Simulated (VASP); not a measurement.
# Na (Fm-3m) in VASP: notebook

Runs on Na. Level: PBE. Tasks: single point.

Everything below comes from runs of VASP 6.6.1. Logs are shortened: lines on timing, memory, paths and dates and some standing lists are left out, and cuts for length are marked.

## Step 1: The cell of the first run

The structure is cubic, space group Fm-3m (No. 225). The conventional cell has a = 5.295 Å, b = 5.295 Å, c = 5.295 Å, α = 90.00°, β = 90.00°, γ = 90.00°. Within 4.9 Å of Na (site symmetry m-3m) lie 12 Na at 3.74 Å.

This isn't the form of Na at room conditions, which is bcc.

## Step 2: Single point, PBE

Input file INCAR:

```
SYSTEM = Na
  PREC = Accurate
  ENCUT = 520
  EDIFF = 1E-6
  ISMEAR = -1
  SIGMA = 0.06122561905347299
  LREAL = .False.
  LASPH = .True.
  NELM = 100
  ALGO = Normal
  ISIF = 2
  LWAVE = .False.
  LCHARG = .True.
  GGA = PE
  LELF = .True.
  LVHAR = .True.
  NBANDS = 10
```

Input file KPOINTS:

```
regular mesh
0
Gamma
  35 35 35
  0 0 0
```

Input file POSCAR:

```
Na
1.0
    0.0000000000      2.6473311210      2.6473311210
    2.6473311210      0.0000000000      2.6473311210
    2.6473311210      2.6473311210      0.0000000000
Na
1
Direct
    0.0000000000      0.0000000000      0.0000000000
```

Potentials or basis: VASP PAW PBE potentials, release 64 (Na_pv).

Run with:

```console
> cat potpaw_PBE.64/Na_pv/POTCAR > POTCAR
> mpirun -np 1 vasp_std > vasp.out
```

OUTCAR:

```text
SYSTEM = Na
   PREC = Accurate
   ENCUT = 520
   EDIFF = 1E-6
   ISMEAR = -1
   LREAL = .False.
   LASPH = .True.
   NELM = 100
   ISIF = 2
   GGA = PE

 ion  position               nearest neighbor table
   1  0.000  0.000  0.000-

  LATTYP: Found a face centered cubic cell.
 ALAT       =     5.2946622420

  Lattice vectors:

 A1 = (   0.0000000000,   2.6473311210,   2.6473311210)
 A2 = (   2.6473311210,   0.0000000000,   2.6473311210)
 A3 = (   2.6473311210,   2.6473311210,   0.0000000000)

Analysis of symmetry for initial positions (statically):
=====================================================================
 Subroutine PRICEL returns:
 Original cell was already a primitive cell.

 Routine SETGRP: Setting up the symmetry group for a
 face centered cubic supercell.

 Subroutine GETGRP returns: Found 48 space group operations
 (whereof 48 operations were pure point group operations)
 out of a pool of 48 trial point group operations.

The static configuration has the point symmetry O_h .

Analysis of symmetry for dynamics (positions and initial velocities):
=====================================================================
 Subroutine PRICEL returns:
 Original cell was already a primitive cell.

 Routine SETGRP: Setting up the symmetry group for a
 face centered cubic supercell.

 Subroutine GETGRP returns: Found 48 space group operations
 (whereof 48 operations were pure point group operations)
 out of a pool of 48 trial point group operations.

The dynamic configuration has the point symmetry O_h .

 Subroutine INISYM returns: Found 48 space group operations
 (whereof 48 operations are pure point group operations),
 and found     1 'primitive' translations

----------------------------------------------------------------------------------------

                                     Primitive cell

  volume of cell :      37.1069

  direct lattice vectors                    reciprocal lattice vectors
     0.000000000  2.647331121  2.647331121    -0.188869460  0.188869460  0.188869460
     2.647331121  0.000000000  2.647331121     0.188869460 -0.188869460  0.188869460
     2.647331121  2.647331121  0.000000000     0.188869460  0.188869460 -0.188869460

  length of vectors
     3.743891575  3.743891575  3.743891575     0.327131501  0.327131501  0.327131501

  position of ions in fractional coordinates (direct lattice)
     0.000000000  0.000000000  0.000000000

  ion indices of the primitive-cell ions
   primitive index   ion index
                 1           1

----------------------------------------------------------------------------------------

 KPOINTS: regular mesh

Automatic generation of k-mesh.
 Grid dimensions read from file:
 generate k-points for:   35   35   35

 Generating k-lattice:

  Cartesian coordinates                     Fractional coordinates (reciprocal lattice)
    -0.005396270  0.005396270  0.005396270     0.028571429  0.000000000  0.000000000
     0.005396270 -0.005396270  0.005396270     0.000000000  0.028571429  0.000000000
     0.005396270  0.005396270 -0.005396270     0.000000000  0.000000000  0.028571429

  Length of vectors
     0.009346614  0.009346614  0.009346614

  Shift w.r.t. Gamma in fractional coordinates (k-lattice)
     0.000000000  0.000000000  0.000000000

 Subroutine IBZKPT returns following result:
 ===========================================

 Found   1140 irreducible k-points:

 Following reciprocal coordinates:
            Coordinates               Weight
  0.000000  0.000000  0.000000      1.000000
  0.028571  0.000000  0.000000      8.000000
  0.057143  0.000000  0.000000      8.000000
  0.085714  0.000000  0.000000      8.000000
  0.114286  0.000000  0.000000      8.000000
  0.142857  0.000000  0.000000      8.000000
[... 16 lines left out ...]
  0.142857  0.028571  0.000000     24.000000
  0.171429  0.028571  0.000000     24.000000
 [... further k-points ...]
   k-points           NKPTS =   1140   k-points in BZ     NKDIM =   1140   number of bands    NBANDS=     10
   number of dos      NEDOS =    301   number of ions     NIONS =      1
   total plane-waves  NPLWV =  21952
   dimension x,y,z NGX =    28 NGY =   28 NGZ =   28
   dimension x,y,z NGXF=    56 NGYF=   56 NGZF=   56
   ions per type =               1
   NGX,Y,Z   is equivalent  to a cutoff of  12.43, 12.43, 12.43 a.u.
   NGXF,Y,Z  is equivalent  to a cutoff of  24.87, 24.87, 24.87 a.u.
 SYSTEM =  Na
   PREC   = accura    normal or accurate (medium, high low for compatibility)
   ISTART =      0    job   : 0-new  1-cont  2-samecut
   ICHARG =      2    charge: 1-file 2-atom 10-const
   ISPIN  =      1    spin polarized calculation?
   LNONCOLLINEAR =      F non collinear calculations
   LSORBIT =      F    spin-orbit coupling
   LASPH  =      T    aspherical Exc in radial PAW
   ENCUT  =  520.0 eV  38.22 Ry    6.18 a.u.   6.96  6.96  6.96*2*pi/ulx,y,z
   NELM   =    100;   NELMIN=  2; NELMDL= -5     # of ELM steps
   EDIFF  = 0.1E-05   stopping-criterion for ELM
   LREAL  =      F    real-space projection
   EDIFFG = 0.1E-04   stopping-criterion for IOM
   NSW    =      0    number of steps for IOM
   IBRION =     -1    ionic relax: 0-MD 1-quasi-New 2-CG
   NFREE  =      0    steps in history (QN), initial steepest desc. (CG)
   ISIF   =      2    stress and relaxation
   ISYM   =      2    0-nonsym 1-usesym 2-fastsym
   POTIM  = 0.5000    time-step for ionic-motion
   TEBEG  =    0.0;   TEEND  =   0.0 temperature during run
   PSTRESS=    0.0 pullay stress
   NELECT =       7.0000    total number of electrons
   NUPDOWN=      -1.0000    fix difference up-down
   EMIN   =  10.00;   EMAX   =-10.00  energy-range for DOS
   EFERMI =   0.00;   METHOD = LEGACY
   ISMEAR =    -1;   SIGMA  =   0.06  broadening in eV -4-tet -1-fermi 0-gaus
   EFERMI_NEDOS =   21; number of points for ismear=-14 and -15
   IALGO  =     38    algorithm
   IMIX   =      4    mixing-type and parameters
     AMIX     =   0.40;   BMIX     =  1.00
     AMIX_MAG =   1.60;   BMIX_MAG =  1.00
  volume/ion in A,a.u.               =      37.11       250.41
  Fermi-wavevector in a.u.,A,eV,Ry     =   0.938907  1.774277 11.994167  0.881546
  Thomas-Fermi vector in A             =   2.066166
   LORBIT       =      0    0 simple, 1 ext, 2 COOP (PROOUT), +10 PAW based schemes
   GGA     = PE    functional components
   LHFCALC =     F    Hartree Fock is set to
   AEXX    =    0.0000 exact exchange contribution
   IVDW    =     0    specifies the selected vdW correction
   LEPSILON=     F    determine dielectric tensor
   LRPA    =     F    only Hartree local field effects (RPA)
 non-spin polarized calculation
  energy-cutoff  :      520.00
  volume of cell :       37.11
 maximum number of plane-waves:      1018
   NGX = 13   NGY = 13   NGZ = 13

 number of electron       6.9999994 magnetization

 Free energy of the ion-electron system (eV)
  ---------------------------------------------------
  ext. energy  EPLUGINS =         0.00000000
  ---------------------------------------------------
  free energy    TOTEN  =        -1.31455350 eV

  energy without entropy =       -1.30864492  energy(sigma->0) =       -1.31159921

 E-fermi :   0.3314     XC(G=0):  -6.4993

 val. band max:        0.3303900713   @ k =   0.4286   0.3429   0.0000
 cond. band min:       0.3339902739   @ k =   0.4571   0.2857   0.0000
 fundamental gap:      0.0036002026
 Fermi energy:         0.3314187919

 k-point     1 :       0.0000    0.0000    0.0000
  band No.  band energies     occupation
      1     -24.5720      2.00000
      2     -24.5720      2.00000
      3     -24.5720      2.00000
      4      -2.9511      2.00000
      5      11.4139      0.00000
      6      11.4139      0.00000
      7      11.4139      0.00000
      8      12.5117      0.00000
      9      12.9847      0.00000
     10      12.9847      0.00000

 k-point     2 :       0.0286    0.0000    0.0000
  band No.  band energies     occupation
      1     -24.5723      2.00000
      2     -24.5720      2.00000
      3     -24.5720      2.00000
      4      -2.9375      2.00000
      5      11.0735      0.00000
      6      11.3804      0.00000
      7      11.3804      0.00000
      8      12.6452      0.00000
      9      13.0397      0.00000
     10      13.0441      0.00000

 k-point     3 :       0.0571    0.0000    0.0000
  band No.  band energies     occupation
      1     -24.5731      2.00000
      2     -24.5722      2.00000
      3     -24.5721      2.00000
      4      -2.8967      2.00000
      5      10.4395      0.00000
      6      11.2924      0.00000
      7      11.2924      0.00000
      8      12.6341      0.00000
      9      13.1920      0.00000
     10      13.1921      0.00000

 k-point     4 :       0.0857    0.0000    0.0000
  band No.  band energies     occupation
      1     -24.5745      2.00000
      2     -24.5723      2.00000
      3     -24.5723      2.00000
      4      -2.8288      2.00000
      5       9.7465      0.00000
      6      11.1741      0.00000
      7      11.1741      0.00000
      8      12.5217      0.00000
      9      13.4152      0.00000
     10      13.4152      0.00000

 k-point     5 :       0.1143    0.0000    0.0000
  band No.  band energies     occupation
      1     -24.5763      2.00000
      2     -24.5726      2.00000
      3     -24.5726      2.00000
      4      -2.7339      2.00000
      5       9.0427      0.00000
      6      11.0457      0.00000
      7      11.0457      0.00000
      8      12.3793      0.00000
      9      13.6825      0.00000
     10      13.6825      0.00000

 k-point     6 :       0.1429    0.0000    0.0000
  band No.  band energies     occupation
      1     -24.5786      2.00000
      2     -24.5729      2.00000
      3     -24.5729      2.00000
      4      -2.6121      2.00000
      5       8.3431      0.00000
      6      10.9195      0.00000
      7      10.9195      0.00000
      8      12.2304      0.00000
      9      13.9414      0.00000
     10      13.9414      0.00000
[... 183 lines left out ...]
 k-point    21 :       0.0857    0.0286    0.0000
  band No.  band energies     occupation
      1     -24.5741      2.00000
      2     -24.5725      2.00000
      3     -24.5723      2.00000
      4      -2.8423      2.00000
      5       9.9718      0.00000
      6      10.9511      0.00000
      7      11.2323      0.00000
      8      12.7789      0.00000
      9      12.9766      0.00000
     10      13.6306      0.00000

 k-point    22 :       0.1143    0.0286    0.0000
  band No.  band energies     occupation
      1     -24.5758      2.00000
      2     -24.5727      2.00000
      3     -24.5725      2.00000
      4      -2.7564      2.00000
      5       9.2769      0.00000
      6      10.7963      0.00000
      7      11.1482      0.00000
      8      12.6574      0.00000
      9      13.1582      0.00000
     10      13.9217      0.00000

 k-point    23 :       0.1429    0.0286    0.0000
  band No.  band energies     occupation
      1     -24.5779      2.00000
      2     -24.5731      2.00000
      3     -24.5727      2.00000
      4      -2.6436      2.00000
      5       8.5792      0.00000
      6      10.6519      0.00000
      7      11.0396      0.00000
      8      12.5199      0.00000
      9      13.3706      0.00000
     10      14.2499      0.00000

 k-point    24 :       0.1714    0.0286    0.0000
  band No.  band energies     occupation
      1     -24.5804      2.00000
      2     -24.5735      2.00000
      3     -24.5731      2.00000
      4      -2.5041      2.00000
      5       7.8888      0.00000
      6      10.5217      0.00000
      7      10.9252      0.00000
      8      12.3834      0.00000
      9      13.4482      0.00000
     10      14.1342      0.00000

 [... further k-points ...]

------------------------ aborting loop because EDIFF is reached ----------------------------------------

  FORCE on cell =-STRESS in cart. coord.  units (eV):
  Direction    XX          YY          ZZ          XY          YZ          ZX
  --------------------------------------------------------------------------------------
  -------------------------------------------------------------------------------------
  Total       -0.0105350     -0.0105350     -0.0105350     -0.0000000      0.0000000      0.0000000
  in kB       -0.4548747     -0.4548747     -0.4548747     -0.0000000      0.0000000      0.0000000
  external PRESSURE =      -0.4548747 kB  Pullay stress =       0.0000000 kB

 VOLUME and BASIS-vectors are now :
 -----------------------------------------------------------------------------
  energy-cutoff  :      520.00
  volume of cell :       37.11
      direct lattice vectors                 reciprocal lattice vectors
     0.000000000  2.647331121  2.647331121    -0.188869460  0.188869460  0.188869460
     2.647331121  0.000000000  2.647331121     0.188869460 -0.188869460  0.188869460
     2.647331121  2.647331121  0.000000000     0.188869460  0.188869460 -0.188869460

 POSITION                                       TOTAL-FORCE (eV/Angst)
 -----------------------------------------------------------------------------------
      0.00000      0.00000      0.00000         0.000000      0.000000      0.000000
 -----------------------------------------------------------------------------------
    total drift:                               -0.000000     -0.000000     -0.000000

  FREE ENERGIE OF THE ION-ELECTRON SYSTEM (eV)
  ---------------------------------------------------
  free  energy   TOTEN  =        -1.3145535019 eV

  energy  without entropy=       -1.3086449212  energy(sigma->0) =       -1.31159921
```

It took 5.1 min on 1 thread of Intel Xeon Platinum 8375C at 2.90GHz (Ice Lake), shared host; peak memory 0.42 GiB.

Results:

| Item | Value |
| --- | --- |
| Free energy | -1.3146 eV |
| Pressure | 0.0 GPa |
| Band gap on the k mesh | zero (an odd number of electrons rules out a gap without spin polarisation) |

Levels at points of the mesh, in eV from the Fermi level:
| k point | band 2 | band 3 | band 4 | band 5 | band 6 | band 7 |
| --- | --- | --- | --- | --- | --- | --- |
| (0.00, 0.00, 0.00) | -24.90 | -24.90 | -3.28 | 11.08 | 11.08 | 11.08 |

## Step 3: Single point, PBE

This run uses another cell than the first one, of 37.85 Å³/atom.

Input file INCAR:

```
PREC = Accurate
ENCUT = 520
EDIFF = 1E-6
ISMEAR = -1
SIGMA = 0.06122561905347299
LREAL = F
LASPH = T
NELM = 100
ALGO = Normal
ISIF = 2
LWAVE = F
LCHARG = T
GGA = PE
LELF = T
LVHAR = T
NBANDS = 10
```

Input file KPOINTS:

```
regular mesh
0
Gamma
  35 35 35
```

Input file POSCAR:

```
Na
1.0
    0.0000000000      2.6648636261      2.6648636261
    2.6648636261      0.0000000000      2.6648636261
    2.6648636261      2.6648636261      0.0000000000
Na
1
Direct
    0.0000000000      0.0000000000      0.0000000000
```

Potentials or basis: VASP PAW PBE potentials, release 64 (Na_pv).

Run with:

```console
> cat potpaw_PBE.64/Na_pv/POTCAR > POTCAR
> mpirun -np 1 vasp_std > vasp.out
```

Wall time 5.3 min (1 thread of Intel Xeon Platinum 8375C at 2.90GHz (Ice Lake), shared host); peak memory 0.43 GiB.

Results (log left out):

```yaml
Free_energy: -1.3142 eV
Pressure: -0.2 GPa
Band_gap_on_the_k_mesh: zero (an odd number of electrons rules out a gap without spin polarisation)
```

Levels at points of the mesh, in eV from the Fermi level:
```csv
k point,band 1,band 2,band 3,band 4,band 5,band 6,band 7,band 8,band 9
"(0.00, 0.00, 0.00)",-24.92,-24.92,-24.92,-3.24,10.96,10.96,10.96,12.05,12.48
```

[end of part 1 of 2]
